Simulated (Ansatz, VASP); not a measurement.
Two plane-wave programs on HfO2

```
Hf O
1.0
     0.00000    2.56268    2.56268
     2.56268    0.00000    2.56268
     2.56268    2.56268    0.00000
Hf O
1 2
Direct
  0.00000 0.00000 0.00000
  0.25000 0.25000 0.25000
  0.75000 0.75000 0.75000
```

Alike in both runs: task relaxation of the atoms; functional r2SCAN; k mesh 10 × 10 × 10; occupations fermi-dirac, width 0.02 eV; no spin polarisation.

```csv
,VASP,Ansatz
version,VASP 6.6.1,Ansatz 0.2.0
potentials or method,"VASP PAW PBE potentials, release 64 (Hf_pv, O), cutoff 520 eV",PAW plane waves
valence electrons in the cell,22,38
```

|  | VASP | Ansatz | Ansatz less VASP |
| --- | --- | --- | --- |
| gap on the k mesh at the Fermi level, each at its own relaxed structure (eV) | 4.20 | 4.19 | -0.002 |

VASP's potentials were made for PBE, not for r2SCAN. VASP's potentials hold 22 valence electrons a cell and Ansatz's 38, so a difference there can come from the potentials and not from the codes. Ansatz's warnings: stress scf threshold loose.

Neither program's run includes spin-orbit coupling. Noted on VASP's run: the relaxation stopped at its first step, so nothing moved.
